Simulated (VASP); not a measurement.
Set up this calculation in VASP 6.6.1, as the native input.

```
Task                   : single point
Functional             : PBE
Potentials or basis    : VASP PAW PBE potentials, release 64 (Mg, H)
Cutoff                 : 520 eV
k mesh                 : 4 × 3 × 4
Occupations            : gaussian, width 0.1 eV
Spin                   : no spin polarisation
Dipole correction      : no
Further INCAR settings : ALGO = Normal; EDIFF = 1e-06; NBANDS = 24
```

The structure of Mg12H (a cell with a defect) lies in POSCAR:

```
Mg12H
1.0
    6.4200000000      0.0000000000      0.0000000000
   -4.8150000000      8.3398250000      0.0000000000
    0.0000000000      0.0000000000      5.2130400000
Mg H
12 1
Direct
    0.0007872374      0.0001690683     -0.0004191412
    0.1753489154      0.2365555632      0.4997525436
   -0.0004454724      0.3329634615      0.0001312094
    0.1622927138      0.5536926734      0.5001805089
   -0.0014657415      0.6655700809      0.0001856882
    0.1737095405      0.8813009865      0.4999769808
    0.5003011629      0.0000875318      0.0002988659
    0.6677902759      0.2226381249      0.5005797001
    0.5011814166      0.3337658764      0.0003048125
    0.6689299242      0.5564905738      0.5004189494
    0.4982263452      0.6645240158      0.0002042954
    0.6500889620      0.8827913056      0.4999489741
    0.0027023847      0.0016955991      0.4985824011
```

These files were run (other wordings do the same):

INCAR

```
PREC = Accurate
ENCUT = 520
EDIFF = 1E-6
ISMEAR = 0
SIGMA = 0.1
LREAL = F
LASPH = T
NELM = 80
ALGO = Normal
ISIF = 2
LWAVE = F
LCHARG = T
GGA = PE
LELF = T
LVHAR = T
NBANDS = 24
```

KPOINTS

```
Automatic mesh
0
Gamma
  4 3 4
```

Potentials or basis: VASP PAW PBE potentials, release 64 (Mg, H).

The run is started by

```sh
$ cat potpaw_PBE.64/Mg/POTCAR potpaw_PBE.64/H/POTCAR > POTCAR
$ mpirun -np 1 vasp_std > vasp.out
```

It gave:

```json
{"Pressure": "-0.1 GPa", "Largest force": "0.044 eV/Å", "Band gap on the k mesh": "zero (an odd number of electrons rules out a gap without spin polarisation)"}
```

It took 3.7 min on 1 thread of AMD EPYC 9755 128-Core Processor, on a shared host, peak memory 0.4 GiB.
